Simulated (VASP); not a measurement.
# Ti3C (P-3m1) in VASP: further runs

Ti3C is run at these levels: PBE; tasks: single point, relaxation of cell and atoms.

Program: VASP 6.6.1. These are calculated values, not measurements. Logs are shortened: lines on timing, memory, paths and dates and some standing lists are left out, and cuts for length are marked.

**1. The cell of the first run**

Symmetry: P-3m1, No. 164, trigonal system. The conventional cell has a = 3.045 Å, b = 3.045 Å, c = 7.176 Å, α = 90.00°, β = 90.00°, γ = 120.00°. Ti (site symmetry 3m) has 3 C at 2.11 Å within 2.8 Å. Ti (site symmetry -3m) has 12 Ti at 2.99 to 3.05 Å and 2 C at 3.59 Å within 3.9 Å. C (site symmetry -3m) has 6 Ti at 2.11 Å within 2.8 Å.

**2. Single point, PBE**

INCAR reads:

```
  ALGO = Normal
  EDIFF = 1E-6
  ENCUT = 520
  GGA = PE
  ISIF = 2
  ISMEAR = 0
  LASPH = T
  LCHARG = T
  LELF = T
  LREAL = F
  LVHAR = T
  LWAVE = F
  NBANDS = 28
  NELM = 60
  PREC = Accurate
  SIGMA = 0.2
```

KPOINTS reads:

```
k-points
0
Gamma
  7 7 3
```

POSCAR reads:

```
Ti3C
1.0
    3.0452596051      0.0000000000      0.0000000000
   -1.5226298026      2.6372721792      0.0000000000
    0.0000000000      0.0000000000      7.1760600005
Ti C
3 1
Direct
    0.3333333333      0.6666666667      0.1627453902
    0.6666666667      0.3333333333      0.8372546098
    0.0000000000      0.0000000000      0.5000000000
    0.0000000000      0.0000000000      0.0000000000
```

Potentials or basis: VASP PAW PBE potentials, release 64 (Ti_sv, C).

Command:

```bash
cat potpaw_PBE.64/Ti_sv/POTCAR potpaw_PBE.64/C/POTCAR > POTCAR
mpirun -np 1 vasp_std > vasp.out
```

OUTCAR:

```text
EDIFF = 1E-6
   ENCUT = 520
   GGA = PE
   ISIF = 2
   ISMEAR = 0
   LASPH = T
   LREAL = F
   NELM = 60
   PREC = Accurate

 ion  position               nearest neighbor table
   1  0.333  0.667  0.163-   4 2.11   4 2.11   4 2.11
   2  0.667  0.333  0.837-   4 2.11   4 2.11   4 2.11
   3  0.000  0.000  0.500-
   4  0.000  0.000  0.000-   1 2.11   2 2.11   2 2.11   1 2.11   2 2.11   1 2.11

  LATTYP: Found a hexagonal cell.
 ALAT       =     3.0452596051
 C/A-ratio  =     2.3564690473

  Lattice vectors:

 A1 = (   3.0452596051,   0.0000000000,   0.0000000000)
 A2 = (  -1.5226298026,   2.6372721792,   0.0000000000)
 A3 = (   0.0000000000,   0.0000000000,   7.1760600005)

Analysis of symmetry for initial positions (statically):
=====================================================================
 Subroutine PRICEL returns:
 Original cell was already a primitive cell.

 Routine SETGRP: Setting up the symmetry group for a
 hexagonal supercell.

 Subroutine GETGRP returns: Found 12 space group operations
 (whereof 12 operations were pure point group operations)
 out of a pool of 24 trial point group operations.

The static configuration has the point symmetry D_3d.

Analysis of symmetry for dynamics (positions and initial velocities):
=====================================================================
 Subroutine PRICEL returns:
 Original cell was already a primitive cell.

 Routine SETGRP: Setting up the symmetry group for a
 hexagonal supercell.

 Subroutine GETGRP returns: Found 12 space group operations
 (whereof 12 operations were pure point group operations)
 out of a pool of 24 trial point group operations.

The dynamic configuration has the point symmetry D_3d.

 Subroutine INISYM returns: Found 12 space group operations
 (whereof 12 operations are pure point group operations),
 and found     1 'primitive' translations

----------------------------------------------------------------------------------------

                                     Primitive cell

  volume of cell :      57.6322

  direct lattice vectors                    reciprocal lattice vectors
     3.045259605  0.000000000  0.000000000     0.328379229  0.189589836  0.000000000
    -1.522629803  2.637272179  0.000000000     0.000000000  0.379179672  0.000000000
     0.000000000  0.000000000  7.176060000     0.000000000  0.000000000  0.139352235

  length of vectors
     3.045259605  3.045259605  7.176060000     0.379179672  0.379179672  0.139352235

  position of ions in fractional coordinates (direct lattice)
     0.333333333  0.666666667  0.162745390
     0.666666667  0.333333333  0.837254610
     0.000000000  0.000000000  0.500000000
     0.000000000  0.000000000  0.000000000

  ion indices of the primitive-cell ions
   primitive index   ion index
                 1           1
                 2           2
                 3           3
                 4           4

----------------------------------------------------------------------------------------

 KPOINTS: k-points

Automatic generation of k-mesh.
 Grid dimensions read from file:
 generate k-points for:    7    7    3

 Generating k-lattice:

  Cartesian coordinates                     Fractional coordinates (reciprocal lattice)
     0.046911318  0.027084262  0.000000000     0.142857143  0.000000000  0.000000000
     0.000000000  0.054168525  0.000000000     0.000000000  0.142857143  0.000000000
     0.000000000  0.000000000  0.046450745     0.000000000  0.000000000  0.333333333

  Length of vectors
     0.054168525  0.054168525  0.046450745

  Shift w.r.t. Gamma in fractional coordinates (k-lattice)
     0.000000000  0.000000000  0.000000000

 Subroutine IBZKPT returns following result:
 ===========================================

 Found     20 irreducible k-points:

 Following reciprocal coordinates:
            Coordinates               Weight
  0.000000  0.000000  0.000000      1.000000
  0.142857  0.000000  0.000000      6.000000
  0.285714  0.000000  0.000000      6.000000
  0.428571  0.000000  0.000000      6.000000
  0.142857  0.142857  0.000000      6.000000
  0.285714  0.142857  0.000000     12.000000
[... 12 lines left out ...]
  0.428571  0.142857  0.333333     12.000000
  0.285714  0.285714  0.333333     12.000000
   k-points           NKPTS =     20   k-points in BZ     NKDIM =     20   number of bands    NBANDS=     28
   number of dos      NEDOS =    301   number of ions     NIONS =      4
   total plane-waves  NPLWV =  31104
   dimension x,y,z NGX =    24 NGY =   24 NGZ =   54
   dimension x,y,z NGXF=    48 NGYF=   48 NGZF=  108
   ions per type =               3   1
   NGX,Y,Z   is equivalent  to a cutoff of  13.10, 13.10, 12.51 a.u.
   NGXF,Y,Z  is equivalent  to a cutoff of  26.20, 26.20, 25.02 a.u.
 SYSTEM =  unknown system
   PREC   = accura    normal or accurate (medium, high low for compatibility)
   ISTART =      0    job   : 0-new  1-cont  2-samecut
   ICHARG =      2    charge: 1-file 2-atom 10-const
   ISPIN  =      1    spin polarized calculation?
   LNONCOLLINEAR =      F non collinear calculations
   LSORBIT =      F    spin-orbit coupling
   LASPH  =      T    aspherical Exc in radial PAW
   ENCUT  =  520.0 eV  38.22 Ry    6.18 a.u.   5.66  5.66 13.34*2*pi/ulx,y,z
   NELM   =     60;   NELMIN=  2; NELMDL= -5     # of ELM steps
   EDIFF  = 0.1E-05   stopping-criterion for ELM
   LREAL  =      F    real-space projection
   EDIFFG = 0.1E-04   stopping-criterion for IOM
   NSW    =      0    number of steps for IOM
   IBRION =     -1    ionic relax: 0-MD 1-quasi-New 2-CG
   NFREE  =      0    steps in history (QN), initial steepest desc. (CG)
   ISIF   =      2    stress and relaxation
   ISYM   =      2    0-nonsym 1-usesym 2-fastsym
   POTIM  = 0.5000    time-step for ionic-motion
   TEBEG  =    0.0;   TEEND  =   0.0 temperature during run
   PSTRESS=    0.0 pullay stress
   NELECT =      40.0000    total number of electrons
   NUPDOWN=      -1.0000    fix difference up-down
   EMIN   =  10.00;   EMAX   =-10.00  energy-range for DOS
   EFERMI =   0.00;   METHOD = LEGACY
   ISMEAR =     0;   SIGMA  =   0.20  broadening in eV -4-tet -1-fermi 0-gaus
   EFERMI_NEDOS =   21; number of points for ismear=-14 and -15
   IALGO  =     38    algorithm
   IMIX   =      4    mixing-type and parameters
     AMIX     =   0.40;   BMIX     =  1.00
     AMIX_MAG =   1.60;   BMIX_MAG =  1.00
  volume/ion in A,a.u.               =      14.41        97.23
  Fermi-wavevector in a.u.,A,eV,Ry     =   1.449460  2.739083 28.584966  2.100936
  Thomas-Fermi vector in A             =   2.567185
   LORBIT       =      0    0 simple, 1 ext, 2 COOP (PROOUT), +10 PAW based schemes
   GGA     = PE    functional components
   LHFCALC =     F    Hartree Fock is set to
   AEXX    =    0.0000 exact exchange contribution
   IVDW    =     0    specifies the selected vdW correction
   LEPSILON=     F    determine dielectric tensor
   LRPA    =     F    only Hartree local field effects (RPA)
 non-spin polarized calculation
 Gauss-broadening in eV      SIGMA  =   0.20
  energy-cutoff  :      520.00
  volume of cell :       57.63
 maximum number of plane-waves:      1587
 NGX is ok and might be reduce to    24
   NGX = 11   NGY = 11   NGZ = 27

 number of electron      39.9999997 magnetization

 Free energy of the ion-electron system (eV)
  ---------------------------------------------------
  ext. energy  EPLUGINS =         0.00000000
  ---------------------------------------------------
  free energy    TOTEN  =       -34.51242346 eV

  energy without entropy =      -34.44851984  energy(sigma->0) =      -34.48047165

 E-fermi :   8.1517     XC(G=0): -11.6768

 val. band max:        8.1404549707   @ k =   0.0000   0.1429   0.3333
 cond. band min:       8.1567519130   @ k =   0.2857   0.2857   0.0000
 fundamental gap:      0.0162969422
 Fermi energy:         8.1516971298

 k-point     1 :       0.0000    0.0000    0.0000
  band No.  band energies     occupation
      1     -48.7383      2.00000
      2     -48.4927      2.00000
      3     -48.4324      2.00000
      4     -25.0837      2.00000
      5     -24.9408      2.00000
      6     -24.7555      2.00000
[... 20 lines left out ...]
     27      10.6748      0.00000
     28      10.6748      0.00000

 k-point     2 :       0.1429    0.0000    0.0000
  band No.  band energies     occupation
      1     -48.7293      2.00000
      2     -48.4812      2.00000
      3     -48.4258      2.00000
      4     -25.0731      2.00000
      5     -24.9397      2.00000
      6     -24.7987      2.00000
[... 20 lines left out ...]
     27      10.3415      0.00000
     28      10.5563      0.00000

 k-point     3 :       0.2857    0.0000    0.0000
  band No.  band energies     occupation
      1     -48.7089      2.00000
      2     -48.4539      2.00000
      3     -48.4121      2.00000
      4     -25.0581      2.00000
      5     -24.9983      2.00000
      6     -24.8643      2.00000
[... 20 lines left out ...]
     27      10.6431      0.00000
     28      10.8993      0.00000

 k-point     4 :       0.4286    0.0000    0.0000
  band No.  band energies     occupation
      1     -48.6926      2.00000
      2     -48.4291      2.00000
      3     -48.4040      2.00000
      4     -25.0886      2.00000
      5     -25.0584      2.00000
      6     -24.9701      2.00000
[... 454 lines left out ...]
     27      11.3039      0.00000
     28      11.4263      0.00000

 k-point    19 :       0.4286    0.1429    0.3333
  band No.  band energies     occupation
      1     -48.6881      2.00000
      2     -48.4204      2.00000
      3     -48.4035      2.00000
      4     -25.0869      2.00000
      5     -25.0491      2.00000
      6     -24.9295      2.00000
[... 20 lines left out ...]
     27      11.3675      0.00000
     28      11.5725      0.00000

 k-point    20 :       0.2857    0.2857    0.3333
  band No.  band energies     occupation
      1     -48.6861      2.00000
      2     -48.4158      2.00000
      3     -48.4039      2.00000
      4     -25.0424      2.00000
      5     -25.0309      2.00000
      6     -24.9651      2.00000
[... 20 lines left out ...]
     27      11.4035      0.00000
     28      11.7715      0.00000

------------------------ aborting loop because EDIFF is reached ----------------------------------------

  FORCE on cell =-STRESS in cart. coord.  units (eV):
  Direction    XX          YY          ZZ          XY          YZ          ZX
  --------------------------------------------------------------------------------------
  -------------------------------------------------------------------------------------
  Total       -0.0285678     -0.0285678      0.0238692      0.0000000      0.0000000      0.0000000
  in kB       -0.7941857     -0.7941857      0.6635637      0.0000000      0.0000000      0.0000000
  external PRESSURE =      -0.3082692 kB  Pullay stress =       0.0000000 kB

 VOLUME and BASIS-vectors are now :
 -----------------------------------------------------------------------------
  energy-cutoff  :      520.00
  volume of cell :       57.63
      direct lattice vectors                 reciprocal lattice vectors
     3.045259605  0.000000000  0.000000000     0.328379229  0.189589836  0.000000000
    -1.522629803  2.637272179  0.000000000     0.000000000  0.379179672  0.000000000
     0.000000000  0.000000000  7.176060000     0.000000000  0.000000000  0.139352235

 POSITION                                       TOTAL-FORCE (eV/Angst)
 -----------------------------------------------------------------------------------
     -0.00000      1.75818      1.16787        -0.000000      0.000000      0.037035
      1.52263      0.87909      6.00819         0.000000     -0.000000     -0.037035
      0.00000      0.00000      3.58803        -0.000000      0.000000      0.000000
      0.00000      0.00000      0.00000        -0.000000      0.000000      0.000000
 -----------------------------------------------------------------------------------
    total drift:                                0.000000     -0.000000      0.000000

  FREE ENERGIE OF THE ION-ELECTRON SYSTEM (eV)
  ---------------------------------------------------
  free  energy   TOTEN  =       -34.5124234619 eV

  energy  without entropy=      -34.4485198404  energy(sigma->0) =      -34.48047165
```

It took 28 s on 1 thread of Intel Xeon 6975P-C (Granite Rapids), shared host; peak memory 0.18 GiB.

What came out:

* Free energy: -34.5124 eV
* Pressure: 0.0 GPa
* Largest force: 0.037 eV/Å
* Band gap on the k mesh: zero (bands 20 and 21 overlap by 0.91 eV)

Forces in eV/Å, atoms in the order of the input:
```
Ti   0.000  0.000  0.037
Ti   0.000  0.000 -0.037
Ti   0.000  0.000  0.000
C    0.000  0.000  0.000
```

(Continued in part 2 of 2.)

The gap in the log of VASP goes by the Fermi energy; the results here count the filled bands.